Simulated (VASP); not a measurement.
Crystal: Si4Hg.

```
Si Hg
1.0
    -2.76147    2.76147    2.76147
     2.76147   -2.76147    2.76147
     2.76147    2.76147   -2.76147
Si Hg
4 1
Direct
  0.50000 0.50000 0.50000
  0.50000 0.00000 0.00000
  0.00000 0.00000 0.50000
  0.00000 0.50000 0.00000
  0.00000 0.00000 0.00000
```

```yaml
Program: VASP 6.6.1
Task: relaxation of cell and atoms
Functional: PBE
Potentials_or_basis: VASP PAW PBE potentials, release 64 (Si, Hg)
Cutoff: 600 eV
k_mesh: 4 × 4 × 4
Occupations: gaussian, width 0.1 eV
Spin: no spin polarisation
```

At the start: pressure 30.0 GPa; volume 16.85 Å³/atom.

Where does the relaxation end?

Over 3 steps the energy falls by 390.5 meV/atom and the volume is 22.08 Å³/atom (+31.1 %); space group Im-3m (No. 229, to 0.05 Å).

Step by step:
| step | energy change (eV) | largest force (eV/Å) | pressure (GPa) | volume (Å³) |
| --- | --- | --- | --- | --- |
| 1 | 0.0000 | 0.0000 | 30.02 | 84.23 |
| 2 | -1.5209 | 0.0000 | -6.45 | 128.87 |
| 3 | -1.9527 | 0.0000 | 0.07 | 110.41 |

Final structure:
```cif
data_structure
_symmetry_space_group_name_H-M 'P 1'
_symmetry_Int_Tables_number 1
_cell_length_a 5.2345
_cell_length_b 5.2345
_cell_length_c 5.2345
_cell_angle_alpha 109.471
_cell_angle_beta 109.471
_cell_angle_gamma 109.471
_cell_volume 110.41
loop_
_atom_site_label
_atom_site_type_symbol
_atom_site_fract_x
_atom_site_fract_y
_atom_site_fract_z
_atom_site_occupancy
Si1 Si 0.50000 0.50000 0.50000 1
Si2 Si 0.50000 0.00000 0.00000 1
Si3 Si 0.00000 0.00000 0.50000 1
Si4 Si 0.00000 0.50000 0.00000 1
Hg1 Hg 0.00000 0.00000 0.00000 1
```

Caveat: the k points lie up to 0.37 Å⁻¹ apart in the final cell; the volume moved by over 15 % at a fixed basis, so the end points are rough.
